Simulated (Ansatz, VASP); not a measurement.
**Two plane-wave programs on CuI**

File INCAR:

```
ALGO = Normal
EDIFF = 1E-6
ENCUT = 520
GGA = PE
ISIF = 2
ISMEAR = 0
LASPH = True
LCHARG = False
LREAL = False
LWAVE = False
NBANDS = 16
NELM = 60
PREC = Accurate
SIGMA = 0.05
```

Contents of KPOINTS:

```
k-points
0
Gamma
  8 8 8
```

Contents of POSCAR:

```
CuI
1.0
    0.0000000000      3.0920713098      3.0920713098
    3.0920713098      0.0000000000      3.0920713098
    3.0920713098      3.0920713098      0.0000000000
Cu I
1 1
Direct
    0.7500000000      0.7500000000      0.7500000000
    0.0000000000      0.0000000000      0.0000000000
```

Input for Ansatz:

```yaml
crystal:
  lattice:
    - [0.0, 3.0920713098, 3.0920713098]
    - [3.0920713098, 0.0, 3.0920713098]
    - [3.0920713098, 3.0920713098, 0.0]
  atoms:
    - { symbol: Cu, position: [0.75, 0.75, 0.75] }
    - { symbol: I, position: [0.0, 0.0, 0.0] }
basis:
  ecutwfc: 520.0
kpoints:
  mp_grid: { grid: [8, 8, 8] }
hamiltonian:
  xc: pbe
scf:
  occupations: { method: gaussian, width: 0.05 }
output:
  forces: true
  stress: true
  eigenvalues: true
```

Alike in both runs: task single point; functional PBE; k mesh 8 × 8 × 8; occupations gaussian, width 0.05 eV; no spin polarisation.

|  | VASP | Ansatz |
| --- | --- | --- |
| version | VASP 6.6.1 | Ansatz 0.2.0 |
| potentials or method | VASP PAW PBE potentials, release 64 (Cu, I), cutoff 520 eV | scalar-relativistic, plane waves, PAW |
| valence electrons in the cell | 18 | 36 |

```tsv
	VASP	Ansatz	Ansatz less VASP
gap on the k mesh at the Fermi level (eV)	1.00	0.98	-0.019
least direct gap on the mesh (eV)	1.00	0.98	-0.019
pressure (GPa)	-1.4	-1.8	-0.31
```

The functional is the same, so the differences come from potentials, cutoffs and numerics. VASP's potentials hold 18 valence electrons a cell and Ansatz's 36, so a difference there can come from the potentials and not from the codes.

Neither program's run includes spin-orbit coupling.
